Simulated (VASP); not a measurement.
Set up this calculation in VASP 6.6.1, as the native input.

| Item | Value |
| --- | --- |
| Task | single point |
| Functional | PBE |
| Potentials or basis | VASP PAW PBE potentials, release 64 (Ga_d) |
| Cutoff | 520 eV |
| k mesh | 20 × 20 × 20 |
| Occupations | gaussian, width 0.1 eV |
| Spin | no spin polarisation |
| Dipole correction | no |
| Further INCAR settings | ALGO = Fast; EDIFF = 1e-07; NBANDS = 12 |

The structure of Ga lies in POSCAR:

```
Ga
1.0
    2.8038371113      0.0000000000      0.0000000000
    0.0000000000      2.8038371113      0.0000000000
    0.0000000000      0.0000000000      2.8048191977
Ga
1
Direct
    0.5000000000      0.5000000000      0.5000000000
```

This isn't the form of Ga at room conditions, which is orthorhombic.

These files were run (other wordings do the same):

INCAR

```
  PREC = Accurate
  ENCUT = 520
  EDIFF = 1E-7
  ISMEAR = 0
  SIGMA = 0.1
  LREAL = False
  LASPH = True
  NELM = 60
  ALGO = Fast
  ISIF = 2
  LWAVE = False
  LCHARG = False
  GGA = PE
  NBANDS = 12
```

KPOINTS

```
regular mesh
0
Gamma
  20 20 20
```

Potentials or basis: VASP PAW PBE potentials, release 64 (Ga_d).

Command:

```sh
$ cat potpaw_PBE.64/Ga_d/POTCAR > POTCAR
$ mpirun -np 1 vasp_std > vasp.out
```

It gave:

| Property | Result |
| --- | --- |
| Pressure | -3.3 GPa |
| Band gap on the k mesh | zero (an odd number of electrons rules out a gap without spin polarisation) |

Caveat: the cell stands under tension.

Run time: 3.3 min on 1 thread of Intel Xeon 8259CL (shared host), peak memory 0.3 GiB.
